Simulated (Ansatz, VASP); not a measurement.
As2Se in VASP and in Ansatz

File INCAR:

```
  PREC = Accurate
  ENCUT = 520
  EDIFF = 1E-7
  ISMEAR = 0
  SIGMA = 0.1
  LREAL = False
  LASPH = True
  NELM = 80
  ALGO = Normal
  ISIF = 2
  LWAVE = False
  LCHARG = False
  GGA = PE
  NBANDS = 25
```

File KPOINTS:

```
Automatic mesh
0
Gamma
  8 8 8
```

The input POSCAR:

```
As2Se
1.0
   -3.5294180000      3.5294180000      2.6535710000
    3.5294180000     -3.5294180000      2.6535710000
    3.5294180000      3.5294180000     -2.6535710000
As Se
4 2
Direct
    0.8750000000      0.1250000000      0.7500000000
    0.3750000000      0.1250000000      0.2500000000
    0.8750000000      0.6250000000      0.7500000000
    0.8750000000      0.1250000000      0.2500000000
    0.5000000000      0.5000000000      0.0000000000
    0.2500000000      0.7500000000      0.5000000000
```

Input for Ansatz:

```yaml
crystal:
  lattice:
    - [-3.529418, 3.529418, 2.653571]
    - [3.529418, -3.529418, 2.653571]
    - [3.529418, 3.529418, -2.653571]
  atoms:
    - { symbol: As, position: [0.875, 0.125, 0.75] }
    - { symbol: As, position: [0.375, 0.125, 0.25] }
    - { symbol: As, position: [0.875, 0.625, 0.75] }
    - { symbol: As, position: [0.875, 0.125, 0.25] }
    - { symbol: Se, position: [0.5, 0.5, 0.0] }
    - { symbol: Se, position: [0.25, 0.75, 0.5] }
basis:
  ecutwfc: 420
kpoints:
  mp_grid: { grid: [8, 8, 8] }
hamiltonian:
  xc: pbe
scf:
  occupations: { method: gaussian, width: 0.1 }
output:
  forces: true
  stress: true
  eigenvalues: true
  populations: true
  write_density: true
  write_potential: true
  elf: true
  volumetric_format: npy
```

Alike in both runs: task single point; functional PBE; k mesh 8 × 8 × 8; occupations gaussian, width 0.1 eV; no spin polarisation.

```csv
,VASP,Ansatz
version,VASP 6.6.1,Ansatz 0.2.0
potentials or method,"VASP PAW PBE potentials, release 64 (As, Se), cutoff 520 eV","scalar-relativistic, plane waves, PAW"
valence electrons in the cell,32,92
```

```csv
,VASP,Ansatz,Ansatz less VASP
gap on the k mesh at the Fermi level (eV),none,none,-
pressure (GPa),0.0,-0.1,-0.09
"traceless stress, the component that is largest in VASP (GPa)",-0.39,-0.42,-0.027
```

A gap of «none» marks a metal or a gap that the smearing closes. VASP's potentials hold 32 valence electrons a cell and Ansatz's 92, so a difference there can come from the potentials and not from the codes.
